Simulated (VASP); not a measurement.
# Bi (Im-3m) in VASP: notebook

Bi is run at these levels: PBEsol; tasks: single point.

All numbers are computed with VASP 6.6.1; they aren't measurements. Logs are shortened: lines on timing, memory, paths and dates and some standing lists are left out, and cuts for length are marked.

## 1. The cell of the first run

The structure is cubic, space group Im-3m (No. 229). Conventional cell: a = 3.306 Å, b = 3.306 Å, c = 3.306 Å, α = 90.00°, β = 90.00°, γ = 90.00°. Bi (site symmetry m-3m) has 14 Bi at 2.86 to 3.31 Å within 3.8 Å.

## 2. Single point, PBEsol

Contents of INCAR:

```
  PREC = Accurate
  ENCUT = 520
  EDIFF = 1E-7
  ISMEAR = 0
  SIGMA = 0.05
  LREAL = False
  LASPH = True
  NELM = 60
  ALGO = Fast
  ISIF = 2
  LWAVE = False
  LCHARG = False
  GGA = PS
  NBANDS = 14
```

Contents of KPOINTS:

```
Automatic mesh
0
Gamma
  20 20 20
```

Contents of POSCAR:

```
Bi
1.0
   -1.6528724308      1.6528724308      1.6528724308
    1.6528724308     -1.6528724308      1.6528724308
    1.6528724308      1.6528724308     -1.6528724308
Bi
1
Direct
    0.0000000000      0.0000000000      0.0000000000
```

Potentials or basis: VASP PAW PBE potentials, release 64 (Bi_d).

Command:

```
cat potpaw_PBE.64/Bi_d/POTCAR > POTCAR
mpirun -np 1 vasp_std > vasp.out
```

OUTCAR:

```text
PREC = Accurate
   ENCUT = 520
   EDIFF = 1E-7
   ISMEAR = 0
   LREAL = False
   LASPH = True
   NELM = 60
   ISIF = 2
   GGA = PS

 ion  position               nearest neighbor table
   1  0.000  0.000  0.000-

  LATTYP: Found a body centered cubic cell.
 ALAT       =     3.3057448616

  Lattice vectors:

 A1 = (  -1.6528724308,   1.6528724308,   1.6528724308)
 A2 = (   1.6528724308,  -1.6528724308,   1.6528724308)
 A3 = (   1.6528724308,   1.6528724308,  -1.6528724308)

Analysis of symmetry for initial positions (statically):
=====================================================================
 Subroutine PRICEL returns:
 Original cell was already a primitive cell.

 Routine SETGRP: Setting up the symmetry group for a
 body centered cubic supercell.

 Subroutine GETGRP returns: Found 48 space group operations
 (whereof 48 operations were pure point group operations)
 out of a pool of 48 trial point group operations.

The static configuration has the point symmetry O_h .

Analysis of symmetry for dynamics (positions and initial velocities):
=====================================================================
 Subroutine PRICEL returns:
 Original cell was already a primitive cell.

 Routine SETGRP: Setting up the symmetry group for a
 body centered cubic supercell.

 Subroutine GETGRP returns: Found 48 space group operations
 (whereof 48 operations were pure point group operations)
 out of a pool of 48 trial point group operations.

The dynamic configuration has the point symmetry O_h .

 Subroutine INISYM returns: Found 48 space group operations
 (whereof 48 operations are pure point group operations),
 and found     1 'primitive' translations

----------------------------------------------------------------------------------------

                                     Primitive cell

  volume of cell :      18.0625

  direct lattice vectors                    reciprocal lattice vectors
    -1.652872431  1.652872431  1.652872431     0.000000000  0.302503684  0.302503684
     1.652872431 -1.652872431  1.652872431     0.302503684  0.000000000  0.302503684
     1.652872431  1.652872431 -1.652872431     0.302503684  0.302503684  0.000000000

  length of vectors
     2.862859029  2.862859029  2.862859029     0.427804813  0.427804813  0.427804813

  position of ions in fractional coordinates (direct lattice)
     0.000000000  0.000000000  0.000000000

  ion indices of the primitive-cell ions
   primitive index   ion index
[... 77 lines left out ...]
   IBRION =     -1    ionic relax: 0-MD 1-quasi-New 2-CG
   NFREE  =      0    steps in history (QN), initial steepest desc. (CG)
   ISIF   =      2    stress and relaxation
   ISYM   =      2    0-nonsym 1-usesym 2-fastsym
   POTIM  = 0.5000    time-step for ionic-motion
   TEBEG  =    0.0;   TEEND  =   0.0 temperature during run
   PSTRESS=    0.0 pullay stress
   NELECT =      15.0000    total number of electrons
   NUPDOWN=      -1.0000    fix difference up-down
   EMIN   =  10.00;   EMAX   =-10.00  energy-range for DOS
   EFERMI =   0.00;   METHOD = LEGACY
   ISMEAR =     0;   SIGMA  =   0.05  broadening in eV -4-tet -1-fermi 0-gaus
   EFERMI_NEDOS =   21; number of points for ismear=-14 and -15
   IALGO  =     68    algorithm
   IMIX   =      4    mixing-type and parameters
     AMIX     =   0.40;   BMIX     =  1.00
     AMIX_MAG =   1.60;   BMIX_MAG =  1.00
  volume/ion in A,a.u.               =      18.06       121.89
  Fermi-wavevector in a.u.,A,eV,Ry     =   1.538790  2.907891 32.216875  2.367874
  Thomas-Fermi vector in A             =   2.645109
   LORBIT       =      0    0 simple, 1 ext, 2 COOP (PROOUT), +10 PAW based schemes
   GGA     = PS    functional components
   LHFCALC =     F    Hartree Fock is set to
   AEXX    =    0.0000 exact exchange contribution
   IVDW    =     0    specifies the selected vdW correction
   LEPSILON=     F    determine dielectric tensor
   LRPA    =     F    only Hartree local field effects (RPA)
 non-spin polarized calculation
 RMM-DIIS sequential band-by-band and
 Gauss-broadening in eV      SIGMA  =   0.05
  energy-cutoff  :      520.00
  volume of cell :       18.06
 maximum number of plane-waves:       498
 NGX is ok and might be reduce to    24
   NGX = 11   NGY = 11   NGZ = 11

 number of electron      15.0000004 magnetization

 Free energy of the ion-electron system (eV)
  ---------------------------------------------------
  ext. energy  EPLUGINS =         0.00000000
  ---------------------------------------------------
  free energy    TOTEN  =        -1.90657455 eV

  energy without entropy =       -1.90579454  energy(sigma->0) =       -1.90618454

 E-fermi :  16.7151     XC(G=0): -13.3121

 val. band max:       16.6919733797   @ k =   0.3000   0.2500   0.1000
 cond. band min:      16.7230839988   @ k =  -0.3500   0.3500   0.3000
 fundamental gap:      0.0311106192
 Fermi energy:        16.7151107755

 k-point     1 :       0.0000    0.0000    0.0000
  band No.  band energies     occupation
      1      -7.5132      2.00000
      2      -7.5132      2.00000
      3      -7.5132      2.00000
      4      -6.8562      2.00000
      5      -6.8562      2.00000
      6      -2.3704      2.00000
      7      26.4211      0.00000
      8      26.4211      0.00000
      9      26.4211      0.00000
     10      27.0177      0.00000
     11      27.0177      0.00000
     12      27.0177      0.00000
     13      32.3346      0.00000
     14      32.3346      0.00000
[... 377 lines left out ...]
      1      -7.6536      2.00000
      2      -7.4836      2.00000
      3      -6.9637      2.00000
      4      -6.8856      2.00000
      5      -6.8185      2.00000
      6       0.8878      2.00000
      7      14.3656      2.00000
      8      19.2793      0.00000
      9      21.6901      0.00000
     10      26.3666      0.00000
     11      28.3224      0.00000
     12      29.1054      0.00000
     13      33.5059      0.00000
     14      35.2162      0.00000

 [... further k-points ...]
[... 5 lines left out ...]
  --------------------------------------------------------------------------------------
  -------------------------------------------------------------------------------------
  Total       11.2935087     11.2935087     11.2935087      0.0000000     -0.0000000      0.0000000
  in kB     1001.7548977   1001.7548977   1001.7548977      0.0000000     -0.0000000      0.0000000
  external PRESSURE =    1001.7548977 kB  Pullay stress =       0.0000000 kB

 VOLUME and BASIS-vectors are now :
 -----------------------------------------------------------------------------
  energy-cutoff  :      520.00
  volume of cell :       18.06
      direct lattice vectors                 reciprocal lattice vectors
    -1.652872431  1.652872431  1.652872431     0.000000000  0.302503684  0.302503684
     1.652872431 -1.652872431  1.652872431     0.302503684  0.000000000  0.302503684
     1.652872431  1.652872431 -1.652872431     0.302503684  0.302503684  0.000000000

 POSITION                                       TOTAL-FORCE (eV/Angst)
 -----------------------------------------------------------------------------------
      0.00000      0.00000      0.00000        -0.000000     -0.000000      0.000000
 -----------------------------------------------------------------------------------
    total drift:                               -0.000000      0.000000      0.000000

  FREE ENERGIE OF THE ION-ELECTRON SYSTEM (eV)
  ---------------------------------------------------
  free  energy   TOTEN  =        -1.9065745465 eV

  energy  without entropy=       -1.9057945401  energy(sigma->0) =       -1.90618454
```

OSZICAR:

```text
N       E                     dE             d eps       ncg     rms          rms(c)
DAV:   1     0.112291881515E+03    0.11229E+03   -0.76179E+03  7346   0.147E+03
DAV:   2     0.347982673143E+01   -0.10881E+03   -0.10458E+03  7798   0.358E+02
DAV:   3    -0.186500029553E+01   -0.53448E+01   -0.53217E+01  9166   0.751E+01
DAV:   4    -0.196124057412E+01   -0.96240E-01   -0.96218E-01  8732   0.997E+00
DAV:   5    -0.196468416998E+01   -0.34436E-02   -0.34435E-02  9754   0.182E+00    0.133E+00
RMM:   6    -0.192705641427E+01    0.37628E-01   -0.92812E-03  9724   0.111E+00    0.730E-01
RMM:   7    -0.190684648394E+01    0.20210E-01   -0.14229E-02  9665   0.115E+00    0.717E-02
RMM:   8    -0.190654067221E+01    0.30581E-03   -0.24829E-03 10686   0.455E-01    0.308E-02
RMM:   9    -0.190657679550E+01   -0.36123E-04   -0.61166E-04 11801   0.197E-01    0.227E-02
RMM:  10    -0.190657154523E+01    0.52503E-05   -0.98034E-05 10494   0.116E-01    0.318E-03
RMM:  11    -0.190657453693E+01   -0.29917E-05   -0.37888E-05 11966   0.495E-02    0.276E-03
RMM:  12    -0.190657418380E+01    0.35313E-06   -0.37172E-06 10423   0.215E-02    0.173E-03
RMM:  13    -0.190657461827E+01   -0.43447E-06   -0.18546E-06  9380   0.110E-02    0.829E-04
RMM:  14    -0.190657454646E+01    0.71812E-07   -0.21011E-07  5803   0.456E-03
   1 F= -.19065745E+01 E0= -.19061845E+01  d E =-.780006E-03
```

Run time: 37 s. Hardware: 1 thread of Intel Xeon 6975P-C, shared host; peak memory 0.18 GiB.

What came out:

| Quantity | Value |
| --- | --- |
| Free energy | -1.9066 eV |
| Pressure | 100.2 GPa |

Caveat: the PAW data sets were made with another functional, which shifts forces and pressure a little; spin-orbit coupling is left out, which moves the levels of the heavy elements.

## 3. Single point, PBEsol

This run uses another cell than the first one, of 19.05 Å³/atom, 1.055 times its volume.

Contents of INCAR:

```
PREC = Accurate
ENCUT = 520
EDIFF = 1E-6
ISMEAR = 0
SIGMA = 0.05
LREAL = False
LASPH = True
NELM = 100
ALGO = Normal
ISIF = 2
LWAVE = False
LCHARG = True
GGA = PS
LELF = True
LVHAR = True
NBANDS = 14
```

Contents of KPOINTS:

```
regular mesh
0
Gamma
  20 20 20
```

Contents of POSCAR:

```
Bi
1.0
   -1.6824128044      1.6824128044      1.6824128044
    1.6824128044     -1.6824128044      1.6824128044
    1.6824128044      1.6824128044     -1.6824128044
Bi
1
Direct
    0.0000000000      0.0000000000      0.0000000000
```

Potentials or basis: VASP PAW PBE potentials, release 64 (Bi_d).

Command:

```
cat potpaw_PBE.64/Bi_d/POTCAR > POTCAR
mpirun -np 1 vasp_std > vasp.out
```

Run time: 28 s. Hardware: 1 thread of Intel Xeon 6975P-C, shared host; peak memory 0.19 GiB.

It converged, with:

```
Free energy : -2.4566 eV
Pressure    : 79.1 GPa
```

Levels at points of the mesh, in eV from the Fermi level:
| k point | band 4 | band 5 | band 6 | band 7 | band 8 | band 9 | band 10 | band 11 | band 12 | band 13 |
| --- | --- | --- | --- | --- | --- | --- | --- | --- | --- | --- |
| (0.00, 0.00, 0.00) | -23.44 | -23.44 | -18.38 | 9.66 | 9.66 | 9.66 | 9.88 | 9.88 | 9.88 | 15.32 |
| (0.50, 0.00, 0.00) | -23.45 | -23.08 | -11.51 | -8.81 | 2.52 | 4.11 | 8.42 | 9.28 | 14.87 | 16.28 |
| (0.50, 0.50, 0.50) | -23.17 | -23.17 | -6.25 | -3.35 | -3.35 | -3.35 | 3.16 | 3.16 | 16.28 | 22.44 |

Caveat: the PAW data sets were made with another functional, which shifts forces and pressure a little; spin-orbit coupling is left out, which moves the levels of the heavy elements.

## 4. Single point, PBEsol

This run uses another cell than the first one, of 21.77 Å³/atom, 1.205 times its volume.

Contents of INCAR:

```
PREC = Accurate ; ENCUT = 520
EDIFF = 1E-6 ; ISMEAR = 0
SIGMA = 0.05 ; LREAL = False
LASPH = True ; NELM = 60
ALGO = Normal ; ISIF = 2
LWAVE = False ; LCHARG = False
GGA = PS ; NBANDS = 14
```

KPOINTS is that of step 3.

Contents of POSCAR:

```
Bi
1.0
   -1.7590854207      1.7590854207      1.7590854207
    1.7590854207     -1.7590854207      1.7590854207
    1.7590854207      1.7590854207     -1.7590854207
Bi
1
Direct
    0.0000000000      0.0000000000      0.0000000000
```

Command:

```
cat potpaw_PBE.64/Bi_d/POTCAR > POTCAR
mpirun -np 1 vasp_std > vasp.out
```

Run time: 26 s. Hardware: 1 thread of Intel Xeon 6975P-C, shared host; peak memory 0.19 GiB.

The run converged. Its results:

```yaml
Free_energy: -3.4431 eV
Pressure: 40.7 GPa
```

Levels at points of the mesh, in eV from the Fermi level:
```
           k point  band 6  band 7  band 8  band 9  band 10  band 11
(0.00, 0.00, 0.00)  -16.77    8.18    8.18    8.18    10.19    10.19
(0.50, 0.00, 0.00)  -11.18   -7.63    2.25    4.11     7.57     8.68
(0.50, 0.50, 0.50)   -6.98   -2.86   -2.86   -2.86     3.19     3.19
```

Caveat: the PAW data sets were made with another functional, which shifts forces and pressure a little; spin-orbit coupling is left out, which moves the levels of the heavy elements.

(Continued in part 2 of 2.)
